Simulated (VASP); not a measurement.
# CO in VASP: single point with r2SCAN

Aim: the single point of CO with r2SCAN.

Everything below comes from runs of VASP 6.6.1. Logs are shortened: lines on timing, memory, paths and dates and some standing lists are left out, and cuts for length are marked.

**1. The cell of the first run**

The cell holds a molecule in a box, 2 atoms: a = 15.000 Å, b = 15.500 Å, c = 16.000 Å, α = 90.00°, β = 90.00°, γ = 90.00°.

**2. Single point, r2SCAN**

POSCAR

```
CO
1.0
   15.0000000000      0.0000000000      0.0000000000
    0.0000000000     15.5000000000      0.0000000000
    0.0000000000      0.0000000000     16.0000000000
C O
1 1
Direct
    0.5018141838      0.4990385257      0.4648618104
    0.4981858162      0.5009614743      0.5351381896
```

INCAR.step1

```
SYSTEM = CO
PREC = Accurate
ENCUT = 520
ISMEAR = 0
SIGMA = 0.005
LREAL = .FALSE.
LASPH = .TRUE.
NELM = 80
NBANDS = 12
ISYM = 0
GGA = PE
ALGO = Normal
EDIFF = 1E-4
LWAVE = .TRUE.
LCHARG = .FALSE.
```

INCAR.step2

```
SYSTEM = CO
PREC = Accurate
ENCUT = 520
EDIFF = 1E-7
ISMEAR = 0
SIGMA = 0.005
LREAL = .FALSE.
LASPH = .TRUE.
NELM = 80
ALGO = Normal
ISIF = 2
LWAVE = .FALSE.
LCHARG = .TRUE.
METAGGA = R2SCAN
LMIXTAU = .TRUE.
LELF = .TRUE.
LVHAR = .TRUE.
NBANDS = 12
ISYM = 0
ISTART = 1
```

KPOINTS

```
regular mesh
0
G
  1 1 1
  0 0 0
```

Potentials or basis: VASP PAW PBE potentials, release 64 (C, O).

On the command line:

```console
> cat potpaw_PBE.64/C/POTCAR potpaw_PBE.64/O/POTCAR > POTCAR
> cp INCAR.step1 INCAR
> mpirun -np 1 vasp_gam > vasp.out
> cp INCAR.step2 INCAR
> mpirun -np 1 vasp_gam > vasp.out
```

OUTCAR:

```text
SYSTEM = CO
   PREC = Accurate
   ENCUT = 520
   EDIFF = 1E-7
   ISMEAR = 0
   LREAL = .FALSE.
   LASPH = .TRUE.
   NELM = 80
   ISIF = 2
   METAGGA = R2SCAN
   ISYM = 0
   ISTART = 1

 ion  position               nearest neighbor table
   1  0.502  0.499  0.465-   2 1.13
   2  0.498  0.501  0.535-   1 1.13

IMPORTANT INFORMATION: All symmetrisations will be switched off!
NOSYMM: (Re-)initialisation of all symmetry stuff for point group C_1.

----------------------------------------------------------------------------------------

                                     Primitive cell

  volume of cell :    3720.0000

  direct lattice vectors                    reciprocal lattice vectors
    15.000000000  0.000000000  0.000000000     0.066666667  0.000000000  0.000000000
     0.000000000 15.500000000  0.000000000     0.000000000  0.064516129  0.000000000
     0.000000000  0.000000000 16.000000000     0.000000000  0.000000000  0.062500000

  length of vectors
    15.000000000 15.500000000 16.000000000     0.066666667  0.064516129  0.062500000

  position of ions in fractional coordinates (direct lattice)
     0.501814184  0.499038526  0.464861810
     0.498185816  0.500961474  0.535138190

  ion indices of the primitive-cell ions
   primitive index   ion index
                 1           1
                 2           2

----------------------------------------------------------------------------------------

 KPOINTS: regular mesh

Automatic generation of k-mesh.
 Grid dimensions read from file:
 generate k-points for:    1    1    1

 Generating k-lattice:

  Cartesian coordinates                     Fractional coordinates (reciprocal lattice)
     0.066666667  0.000000000  0.000000000     1.000000000  0.000000000  0.000000000
     0.000000000  0.064516129  0.000000000     0.000000000  1.000000000  0.000000000
     0.000000000  0.000000000  0.062500000     0.000000000  0.000000000  1.000000000

  Length of vectors
     0.066666667  0.064516129  0.062500000

  Shift w.r.t. Gamma in fractional coordinates (k-lattice)
     0.000000000  0.000000000  0.000000000

 Subroutine IBZKPT returns following result:
 ===========================================

 Found      1 irreducible k-points:

 Following reciprocal coordinates:
            Coordinates               Weight
  0.000000  0.000000  0.000000      1.000000
   k-points           NKPTS =      1   k-points in BZ     NKDIM =      1   number of bands    NBANDS=     12
   number of dos      NEDOS =    301   number of ions     NIONS =      2
   total plane-waves  NPLWV = ******
   dimension x,y,z NGX =   112 NGY =  120 NGZ =  120
   dimension x,y,z NGXF=   224 NGYF=  240 NGZF=  240
   ions per type =               1   1
   NGX,Y,Z   is equivalent  to a cutoff of  12.41, 12.87, 12.47 a.u.
   NGXF,Y,Z  is equivalent  to a cutoff of  24.83, 25.74, 24.94 a.u.
 SYSTEM =  CO
   PREC   = accura    normal or accurate (medium, high low for compatibility)
   ISTART =      1    job   : 0-new  1-cont  2-samecut
   ICHARG =      0    charge: 1-file 2-atom 10-const
   ISPIN  =      1    spin polarized calculation?
   LNONCOLLINEAR =      F non collinear calculations
   LSORBIT =      F    spin-orbit coupling
   LASPH  =      T    aspherical Exc in radial PAW
   ENCUT  =  520.0 eV  38.22 Ry    6.18 a.u.  27.89 28.82 29.75*2*pi/ulx,y,z
   NELM   =     80;   NELMIN=  2; NELMDL=  0     # of ELM steps
   EDIFF  = 0.1E-06   stopping-criterion for ELM
   LREAL  =      F    real-space projection
   EDIFFG = 0.1E-05   stopping-criterion for IOM
   NSW    =      0    number of steps for IOM
   IBRION =     -1    ionic relax: 0-MD 1-quasi-New 2-CG
   NFREE  =      0    steps in history (QN), initial steepest desc. (CG)
   ISIF   =      2    stress and relaxation
   ISYM   =      0    0-nonsym 1-usesym 2-fastsym
   POTIM  = 0.5000    time-step for ionic-motion
   TEBEG  =    0.0;   TEEND  =   0.0 temperature during run
   PSTRESS=    0.0 pullay stress
   NELECT =      10.0000    total number of electrons
   NUPDOWN=      -1.0000    fix difference up-down
   EMIN   =  10.00;   EMAX   =-10.00  energy-range for DOS
   EFERMI =   0.00;   METHOD = LEGACY
   ISMEAR =     0;   SIGMA  =   0.01  broadening in eV -4-tet -1-fermi 0-gaus
   EFERMI_NEDOS =   21; number of points for ismear=-14 and -15
   IALGO  =     38    algorithm
   IMIX   =      4    mixing-type and parameters
     AMIX     =   0.40;   BMIX     =  1.00
     AMIX_MAG =   1.60;   BMIX_MAG =  1.00
  volume/ion in A,a.u.               =    1860.00     12551.90
  Fermi-wavevector in a.u.,A,eV,Ry     =   0.227629  0.430156  0.704984  0.051815
  Thomas-Fermi vector in A             =   1.017343
   LORBIT       =      0    0 simple, 1 ext, 2 COOP (PROOUT), +10 PAW based schemes
   METAGGA = R2SCAN    functional components
   LHFCALC =     F    Hartree Fock is set to
   AEXX    =    0.0000 exact exchange contribution
   IVDW    =     0    specifies the selected vdW correction
   LEPSILON=     F    determine dielectric tensor
   LRPA    =     F    only Hartree local field effects (RPA)
 non-spin polarized calculation
 Gauss-broadening in eV      SIGMA  =   0.01
  energy-cutoff  :      520.00
  volume of cell :     3720.00
 maximum number of plane-waves:     50071
 NGX is ok and might be reduce to   112
   NGX = 55   NGY = 57   NGZ = 59

 number of electron      10.0000007 magnetization

 Free energy of the ion-electron system (eV)
  ---------------------------------------------------
  ext. energy  EPLUGINS =         0.00000000
  ---------------------------------------------------
  free energy    TOTEN  =       -16.46702957 eV

  energy without entropy =      -16.46702957  energy(sigma->0) =      -16.46702957

 E-fermi :  -9.3951     XC(G=0):  -0.0832

 val. band max:       -9.4533064993   @ k =   0.0000   0.0000   0.0000
 cond. band min:      -1.6245873096   @ k =   0.0000   0.0000   0.0000
 fundamental gap:      7.8287191897
 Fermi energy:        -9.3950538070

 k-point     1 :       0.0000    0.0000    0.0000
  band No.  band energies     occupation
      1     -30.9451      2.00000
      2     -14.6638      2.00000
      3     -12.2128      2.00000
      4     -12.2128      2.00000
      5      -9.4533      2.00000
      6      -1.6246      0.00000
      7      -1.6244      0.00000
      8       0.0425      0.00000
      9       0.5961      0.00000
     10       0.6336      0.00000
     11       0.6578      0.00000
     12       0.6764      0.00000

------------------------ aborting loop because EDIFF is reached ----------------------------------------

  FORCE on cell =-STRESS in cart. coord.  units (eV):
  Direction    XX          YY          ZZ          XY          YZ          ZX
  --------------------------------------------------------------------------------------
  -------------------------------------------------------------------------------------
  Total       -0.0397628     -0.0419292      1.1409867     -0.0013202      0.0312542     -0.0575462
  in kB       -0.0171256     -0.0180586      0.4914148     -0.0005686      0.0134610     -0.0247847
  external PRESSURE =       0.1520769 kB  Pullay stress =       0.0000000 kB

 VOLUME and BASIS-vectors are now :
 -----------------------------------------------------------------------------
  energy-cutoff  :      520.00
  volume of cell :     3720.00
      direct lattice vectors                 reciprocal lattice vectors
    15.000000000  0.000000000  0.000000000     0.066666667  0.000000000  0.000000000
     0.000000000 15.500000000  0.000000000     0.000000000  0.064516129  0.000000000
     0.000000000  0.000000000 16.000000000     0.000000000  0.000000000  0.062500000

 POSITION                                       TOTAL-FORCE (eV/Angst)
 -----------------------------------------------------------------------------------
      7.52721      7.73510      7.43779         0.050279     -0.025907     -1.066413
      7.47279      7.76490      8.56221        -0.050279      0.025907      1.066413
 -----------------------------------------------------------------------------------
    total drift:                                0.002232     -0.004163      0.000833

  FREE ENERGIE OF THE ION-ELECTRON SYSTEM (eV)
  ---------------------------------------------------
  free  energy   TOTEN  =       -16.4670295704 eV

  energy  without entropy=      -16.4670295704  energy(sigma->0) =      -16.46702957
```

OUTCAR.step1:

```text
SYSTEM = CO
   PREC = Accurate
   ENCUT = 520
   ISMEAR = 0
   LREAL = .FALSE.
   LASPH = .TRUE.
[... 174 lines left out ...]
      7.52721      7.73510      7.43779         0.100286     -0.054535     -2.068677
      7.47279      7.76490      8.56221        -0.100286      0.054535      2.068677
 -----------------------------------------------------------------------------------
    total drift:                               -0.000445     -0.000406      0.001909

  FREE ENERGIE OF THE ION-ELECTRON SYSTEM (eV)
  ---------------------------------------------------
  free  energy   TOTEN  =       -14.7743419005 eV

  energy  without entropy=      -14.7743419005  energy(sigma->0) =      -14.77434190
```

OSZICAR.step1:

```text
N       E                     dE             d eps       ncg     rms          rms(c)
DAV:   1     0.108039066474E+03    0.10804E+03   -0.18470E+03    32   0.382E+02
DAV:   2     0.225826316661E+02   -0.85456E+02   -0.84919E+02    40   0.620E+01
DAV:   3    -0.107383204843E+02   -0.33321E+02   -0.33280E+02    32   0.659E+01
DAV:   4    -0.156261675689E+02   -0.48878E+01   -0.48863E+01    48   0.289E+01
DAV:   5    -0.156468579832E+02   -0.20690E-01   -0.20690E-01    40   0.176E+00    0.718E+00
DAV:   6    -0.149423252884E+02    0.70453E+00   -0.35727E+00    28   0.106E+01    0.382E+00
DAV:   7    -0.148040897843E+02    0.13824E+00   -0.71086E-01    40   0.413E+00    0.192E+00
DAV:   8    -0.147702301153E+02    0.33860E-01   -0.16177E-01    24   0.251E+00    0.525E-01
DAV:   9    -0.147696190617E+02    0.61105E-03   -0.76950E-03    28   0.584E-01    0.107E-01
DAV:  10    -0.147703821438E+02   -0.76308E-03   -0.10879E-03    28   0.196E-01    0.386E-02
DAV:  11    -0.147720636862E+02   -0.16815E-02   -0.40258E-04    24   0.860E-02    0.170E-02
DAV:  12    -0.147727490923E+02   -0.68541E-03   -0.86319E-05    28   0.385E-02    0.973E-03
DAV:  13    -0.147736076508E+02   -0.85856E-03   -0.21004E-04    28   0.485E-02    0.595E-03
DAV:  14    -0.147739350937E+02   -0.32744E-03   -0.26866E-05    28   0.182E-02    0.347E-03
DAV:  15    -0.147742624791E+02   -0.32739E-03   -0.26791E-05    32   0.185E-02    0.308E-03
DAV:  16    -0.147743419005E+02   -0.79421E-04   -0.40911E-06    32   0.893E-03
   1 F= -.14774342E+02 E0= -.14774342E+02  d E =-.110172E-53
```

Run time: 22 min. Hardware: 1 thread of Intel Xeon Platinum 8559C (Emerald Rapids), shared host; peak memory 3 GiB.

Results:

```
Free energy                     : -16.4670 eV
Largest force                   : 1.068 eV/Å
Gap between the frontier levels : 7.83 eV
```

Forces on the atoms (eV/Å):
```
C    0.050 -0.026 -1.066
O   -0.050  0.026  1.066
```

Levels at points of the mesh, in eV from the valence-band top:
```tsv
k point	band 1	band 2	band 3	band 4	band 5	band 6	band 7	band 8	band 9	band 10
(0.00, 0.00, 0.00)	-21.49	-5.21	-2.76	-2.76	0.00	7.83	7.83	9.50	10.05	10.09
```

Caveat: the PAW data sets were made with another functional, which shifts forces and pressure a little.
